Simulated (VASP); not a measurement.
# AlCr2C (P6_3/mmc) in VASP: single point with r2SCAN

Aim: the single point of AlCr2C with r2SCAN.

Everything below comes from runs of VASP 6.6.1. Logs are shortened: lines on timing, memory, paths and dates and some standing lists are left out, and cuts for length are marked.

### Step 1. The cell of the first run

The structure is hexagonal, space group P6_3/mmc (No. 194). Conventional cell: a = 2.823 Å, b = 2.823 Å, c = 12.630 Å, α = 90.00°, β = 90.00°, γ = 120.00°. Within 3.5 Å of Al (site symmetry -6m2) lie 6 Cr at 2.65 Å and 6 Al at 2.82 Å. Within 2.6 Å of Cr (site symmetry 3m) lie 3 C at 1.95 Å. Within 2.6 Å of C (site symmetry -3m) lie 6 Cr at 1.95 Å.

### Step 2. Single point, r2SCAN

Input file POSCAR:

```
AlCr2C
1.0
    2.8228927783      0.0000000000      0.0000000000
   -1.4114463891      2.4446968581      0.0000000000
    0.0000000000      0.0000000000     12.6301547845
Al Cr C
2 4 2
Direct
    0.6666666667      0.3333333333      0.2500000000
    0.3333333333      0.6666666667      0.7500000000
    0.3333333333      0.6666666667      0.4154601237
    0.6666666667      0.3333333333      0.9154601237
    0.6666666667      0.3333333333      0.5845398763
    0.3333333333      0.6666666667      0.0845398763
    0.0000000000      0.0000000000      0.5000000000
    0.0000000000      0.0000000000      0.0000000000
```

Input file INCAR.step1:

```
SYSTEM = AlCr2C
  PREC = Accurate
  ENCUT = 520
  ISMEAR = 0
  SIGMA = 0.1
  LREAL = .FALSE.
  LASPH = .TRUE.
  NELM = 100
  NBANDS = 41
  GGA = PE
  ALGO = Normal
  EDIFF = 1E-4
  LWAVE = .TRUE.
  LCHARG = .FALSE.
```

Input file INCAR.step2:

```
SYSTEM = AlCr2C
  PREC = Accurate
  ENCUT = 520
  EDIFF = 1E-6
  ISMEAR = 0
  SIGMA = 0.1
  LREAL = .FALSE.
  LASPH = .TRUE.
  NELM = 100
  ALGO = Normal
  ISIF = 2
  LWAVE = .FALSE.
  LCHARG = .FALSE.
  METAGGA = R2SCAN
  LMIXTAU = .TRUE.
  NBANDS = 41
  ISTART = 1
```

Input file KPOINTS:

```
Automatic mesh
0
G
  15 15 4
  0 0 0
```

Potentials or basis: VASP PAW PBE potentials, release 64 (Al, Cr_pv, C).

The run is started by

```console
$ cat potpaw_PBE.64/Al/POTCAR potpaw_PBE.64/Cr_pv/POTCAR potpaw_PBE.64/C/POTCAR > POTCAR
$ cp INCAR.step1 INCAR
$ mpirun -np 1 vasp_std > vasp.out
$ cp INCAR.step2 INCAR
$ mpirun -np 1 vasp_std > vasp.out
```

OUTCAR:

```text
SYSTEM = AlCr2C
   PREC = Accurate
   ENCUT = 520
   EDIFF = 1E-6
   ISMEAR = 0
   LREAL = .FALSE.
   LASPH = .TRUE.
   NELM = 100
   ISIF = 2
   METAGGA = R2SCAN
   ISTART = 1

 ion  position               nearest neighbor table
   1  0.667  0.333  0.250-   3 2.65   6 2.65   3 2.65   6 2.65   3 2.65   6 2.65
   2  0.333  0.667  0.750-   4 2.65   5 2.65   4 2.65   5 2.65   4 2.65   5 2.65
   3  0.333  0.667  0.415-   7 1.95   7 1.95   7 1.95   1 2.65   1 2.65   1 2.65   5 2.69   5 2.69
                             5 2.69
   4  0.667  0.333  0.915-   8 1.95   8 1.95   8 1.95   2 2.65   2 2.65   2 2.65   6 2.69   6 2.69
                             6 2.69
   5  0.667  0.333  0.585-   7 1.95   7 1.95   7 1.95   2 2.65   2 2.65   2 2.65   3 2.69   3 2.69
                             3 2.69
   6  0.333  0.667  0.085-   8 1.95   8 1.95   8 1.95   1 2.65   1 2.65   1 2.65   4 2.69   4 2.69
                             4 2.69
   7  0.000  0.000  0.500-   3 1.95   5 1.95   3 1.95   5 1.95   5 1.95   3 1.95
   8  0.000  0.000  0.000-   4 1.95   6 1.95   6 1.95   4 1.95   4 1.95   6 1.95

  LATTYP: Found a hexagonal cell.
 ALAT       =     2.8228927783
 C/A-ratio  =     4.4741886343

  Lattice vectors:

 A1 = (   2.8228927783,   0.0000000000,   0.0000000000)
 A2 = (  -1.4114463891,   2.4446968581,   0.0000000000)
 A3 = (   0.0000000000,   0.0000000000,  12.6301547845)

Analysis of symmetry for initial positions (statically):
=====================================================================
 Subroutine PRICEL returns:
 Original cell was already a primitive cell.

 Routine SETGRP: Setting up the symmetry group for a
 hexagonal supercell.

 Subroutine GETGRP returns: Found 24 space group operations
 (whereof 12 operations were pure point group operations)
 out of a pool of 24 trial point group operations.

The static configuration has the point symmetry D_3d.
 The point group associated with its full space group is D_6h.

Analysis of symmetry for dynamics (positions and initial velocities):
=====================================================================
 Subroutine PRICEL returns:
 Original cell was already a primitive cell.

 Routine SETGRP: Setting up the symmetry group for a
 hexagonal supercell.

 Subroutine GETGRP returns: Found 24 space group operations
 (whereof 12 operations were pure point group operations)
 out of a pool of 24 trial point group operations.

The dynamic configuration has the point symmetry D_3d.
 The point group associated with its full space group is D_6h.

 Subroutine INISYM returns: Found 24 space group operations
 (whereof 12 operations are pure point group operations),
 and found     1 'primitive' translations

----------------------------------------------------------------------------------------

                                     Primitive cell

  volume of cell :      87.1622

  direct lattice vectors                    reciprocal lattice vectors
     2.822892778  0.000000000  0.000000000     0.354246540  0.204524335  0.000000000
    -1.411446389  2.444696858  0.000000000     0.000000000  0.409048671  0.000000000
     0.000000000  0.000000000 12.630154785     0.000000000  0.000000000  0.079175593

  length of vectors
     2.822892778  2.822892778 12.630154785     0.409048671  0.409048671  0.079175593

  position of ions in fractional coordinates (direct lattice)
     0.666666667  0.333333333  0.250000000
     0.333333333  0.666666667  0.750000000
     0.333333333  0.666666667  0.415460124
     0.666666667  0.333333333  0.915460124
     0.666666667  0.333333333  0.584539876
     0.333333333  0.666666667  0.084539876
     0.000000000  0.000000000  0.500000000
     0.000000000  0.000000000  0.000000000

  ion indices of the primitive-cell ions
   primitive index   ion index
                 1           1
                 2           2
                 3           3
                 4           4
                 5           5
                 6           6
                 7           7
                 8           8

----------------------------------------------------------------------------------------

 KPOINTS: Automatic mesh

Automatic generation of k-mesh.
 Grid dimensions read from file:
 generate k-points for:   15   15    4

 Generating k-lattice:

  Cartesian coordinates                     Fractional coordinates (reciprocal lattice)
     0.023616436  0.013634956  0.000000000     0.066666667  0.000000000  0.000000000
     0.000000000  0.027269911  0.000000000     0.000000000  0.066666667  0.000000000
     0.000000000  0.000000000  0.019793898     0.000000000  0.000000000  0.250000000

  Length of vectors
     0.027269911  0.027269911  0.019793898

  Shift w.r.t. Gamma in fractional coordinates (k-lattice)
     0.000000000  0.000000000  0.000000000

 Subroutine IBZKPT returns following result:
 ===========================================

 Found     81 irreducible k-points:

 Following reciprocal coordinates:
            Coordinates               Weight
  0.000000  0.000000  0.000000      1.000000
  0.066667 -0.000000  0.000000      6.000000
  0.133333  0.000000  0.000000      6.000000
  0.200000  0.000000  0.000000      6.000000
  0.266667  0.000000  0.000000      6.000000
  0.333333  0.000000  0.000000      6.000000
[... 16 lines left out ...]
  0.333333  0.200000  0.000000     12.000000
  0.400000  0.200000  0.000000      6.000000
 [... further k-points ...]
   k-points           NKPTS =     81   k-points in BZ     NKDIM =     81   number of bands    NBANDS=     41
   number of dos      NEDOS =    301   number of ions     NIONS =      8
   total plane-waves  NPLWV =  55296
   dimension x,y,z NGX =    24 NGY =   24 NGZ =   96
   dimension x,y,z NGXF=    48 NGYF=   48 NGZF=  192
   ions per type =               2   4   2
   NGX,Y,Z   is equivalent  to a cutoff of  14.13, 14.13, 12.64 a.u.
   NGXF,Y,Z  is equivalent  to a cutoff of  28.27, 28.27, 25.27 a.u.
 SYSTEM =  AlCr2C
   PREC   = accura    normal or accurate (medium, high low for compatibility)
   ISTART =      1    job   : 0-new  1-cont  2-samecut
   ICHARG =      0    charge: 1-file 2-atom 10-const
   ISPIN  =      1    spin polarized calculation?
   LNONCOLLINEAR =      F non collinear calculations
   LSORBIT =      F    spin-orbit coupling
   LASPH  =      T    aspherical Exc in radial PAW
   ENCUT  =  520.0 eV  38.22 Ry    6.18 a.u.   5.25  5.25 23.48*2*pi/ulx,y,z
   NELM   =    100;   NELMIN=  2; NELMDL=  0     # of ELM steps
   EDIFF  = 0.1E-05   stopping-criterion for ELM
   LREAL  =      F    real-space projection
   EDIFFG = 0.1E-04   stopping-criterion for IOM
   NSW    =      0    number of steps for IOM
   IBRION =     -1    ionic relax: 0-MD 1-quasi-New 2-CG
   NFREE  =      0    steps in history (QN), initial steepest desc. (CG)
   ISIF   =      2    stress and relaxation
   ISYM   =      2    0-nonsym 1-usesym 2-fastsym
   POTIM  = 0.5000    time-step for ionic-motion
   TEBEG  =    0.0;   TEEND  =   0.0 temperature during run
   PSTRESS=    0.0 pullay stress
   NELECT =      62.0000    total number of electrons
   NUPDOWN=      -1.0000    fix difference up-down
   EMIN   =  10.00;   EMAX   =-10.00  energy-range for DOS
   EFERMI =   0.00;   METHOD = LEGACY
   ISMEAR =     0;   SIGMA  =   0.10  broadening in eV -4-tet -1-fermi 0-gaus
   EFERMI_NEDOS =   21; number of points for ismear=-14 and -15
   IALGO  =     38    algorithm
   IMIX   =      4    mixing-type and parameters
     AMIX     =   0.40;   BMIX     =  1.00
     AMIX_MAG =   1.60;   BMIX_MAG =  1.00
  volume/ion in A,a.u.               =      10.90        73.52
  Fermi-wavevector in a.u.,A,eV,Ry     =   1.461378  2.761605 29.056970  2.135627
  Thomas-Fermi vector in A             =   2.577717
   LORBIT       =      0    0 simple, 1 ext, 2 COOP (PROOUT), +10 PAW based schemes
   METAGGA = R2SCAN    functional components
   LHFCALC =     F    Hartree Fock is set to
   AEXX    =    0.0000 exact exchange contribution
   IVDW    =     0    specifies the selected vdW correction
   LEPSILON=     F    determine dielectric tensor
   LRPA    =     F    only Hartree local field effects (RPA)
 non-spin polarized calculation
 Gauss-broadening in eV      SIGMA  =   0.10
  energy-cutoff  :      520.00
  volume of cell :       87.16
 maximum number of plane-waves:      2370
 NGX is ok and might be reduce to    24
   NGX = 11   NGY = 11   NGZ = 47

 number of electron      61.9999986 magnetization

 Free energy of the ion-electron system (eV)
  ---------------------------------------------------
  ext. energy  EPLUGINS =         0.00000000
  ---------------------------------------------------
  free energy    TOTEN  =       -94.12311542 eV

  energy without entropy =      -94.09360046  energy(sigma->0) =      -94.10835794

 E-fermi :  10.1922     XC(G=0): -13.5862

 val. band max:       10.1773978537   @ k =   0.1333   0.1333   0.0000
 cond. band min:      10.1957019701   @ k =   0.2000   0.0667   0.0000
 fundamental gap:      0.0183041164
 Fermi energy:        10.1922282803

 k-point     1 :       0.0000    0.0000    0.0000
  band No.  band energies     occupation
      1     -34.9226      2.00000
      2     -34.9209      2.00000
      3     -34.6679      2.00000
      4     -34.6678      2.00000
      5     -34.6678      2.00000
      6     -34.6678      2.00000
[... 33 lines left out ...]
     40      13.5270      0.00000
     41      13.5369      0.00000

 k-point     2 :       0.0667   -0.0000    0.0000
  band No.  band energies     occupation
      1     -34.9194      2.00000
      2     -34.9177      2.00000
      3     -34.6847      2.00000
      4     -34.6846      2.00000
      5     -34.6727      2.00000
      6     -34.6726      2.00000
[... 33 lines left out ...]
     40      13.5415      0.00000
     41      13.5507      0.00000

 k-point     3 :       0.1333    0.0000    0.0000
  band No.  band energies     occupation
      1     -34.9114      2.00000
      2     -34.9100      2.00000
      3     -34.7280      2.00000
      4     -34.7278      2.00000
      5     -34.6858      2.00000
      6     -34.6857      2.00000
[... 875 lines left out ...]
      2     -34.9669      2.00000
      3     -34.9206      2.00000
      4     -34.9202      2.00000
      5     -34.8304      2.00000
      6     -34.8302      2.00000
[... 33 lines left out ...]
     40      12.9738      0.00000
     41      13.2646      0.00000

 k-point    24 :       0.4000    0.2000    0.0000
  band No.  band energies     occupation
      1     -34.9735      2.00000
      2     -34.9733      2.00000
      3     -34.9237      2.00000
      4     -34.9234      2.00000
      5     -34.8370      2.00000
      6     -34.8368      2.00000
[... 33 lines left out ...]
     40      12.9020      0.00000
     41      13.4182      0.00000

 [... further k-points ...]
[... 5 lines left out ...]
  --------------------------------------------------------------------------------------
  -------------------------------------------------------------------------------------
  Total        0.3230069      0.3230069      0.1542002      0.0000000     -0.0000000      0.0000000
  in kB        5.9373724      5.9373724      2.8344403      0.0000000     -0.0000000      0.0000000
  external PRESSURE =       4.9030617 kB  Pullay stress =       0.0000000 kB

 VOLUME and BASIS-vectors are now :
 -----------------------------------------------------------------------------
  energy-cutoff  :      520.00
  volume of cell :       87.16
      direct lattice vectors                 reciprocal lattice vectors
     2.822892778  0.000000000  0.000000000     0.354246540  0.204524335  0.000000000
    -1.411446389  2.444696858  0.000000000     0.000000000  0.409048671  0.000000000
     0.000000000  0.000000000 12.630154785     0.000000000  0.000000000  0.079175593

 POSITION                                       TOTAL-FORCE (eV/Angst)
 -----------------------------------------------------------------------------------
      1.41145      0.81490      3.15754        -0.000000      0.000000      0.000000
     -0.00000      1.62980      9.47262         0.000000     -0.000000      0.000000
     -0.00000      1.62980      5.24733        -0.000000      0.000000     -0.123340
      1.41145      0.81490     11.56240        -0.000000     -0.000000     -0.123340
      1.41145      0.81490      7.38283         0.000000     -0.000000      0.123340
     -0.00000      1.62980      1.06775         0.000000      0.000000      0.123340
      0.00000      0.00000      6.31508         0.000000      0.000000      0.000000
      0.00000      0.00000      0.00000         0.000000      0.000000      0.000000
 -----------------------------------------------------------------------------------
    total drift:                               -0.000000      0.000000     -0.000000

  FREE ENERGIE OF THE ION-ELECTRON SYSTEM (eV)
  ---------------------------------------------------
  free  energy   TOTEN  =       -94.1231154177 eV

  energy  without entropy=      -94.0936004633  energy(sigma->0) =      -94.10835794
```

Run time: 33 min. Hardware: 1 thread of AMD EPYC 7R43 (Zen 3), shared host; peak memory 0.36 GiB.

What came out:

| Property | Result |
| --- | --- |
| Free energy | -94.1231 eV |
| Pressure | 0.5 GPa |
| Largest force | 0.123 eV/Å |
| Band gap on the k mesh | zero (band 31 reaches 10.62 eV, above the bottom of band 32 at 9.72 eV) |

Forces in eV/Å, atoms in the order of the input:
```
Al   0.000  0.000  0.000
Al   0.000  0.000  0.000
Cr   0.000  0.000 -0.123
Cr   0.000  0.000 -0.123
Cr   0.000  0.000  0.123
Cr   0.000  0.000  0.123
C    0.000  0.000  0.000
C    0.000  0.000  0.000
```

Levels at points of the mesh, in eV from the Fermi level:
```
           k point  band 28  band 29  band 30  band 31  band 32  band 33
(0.00, 0.00, 0.00)    -1.03    -1.01    -1.01    -0.32    -0.32    -0.29
(0.00, 0.00, 0.50)    -1.02    -1.02    -1.02    -0.31    -0.31    -0.31
```

Caveat: the PAW data sets were made with another functional, which shifts forces and pressure a little.
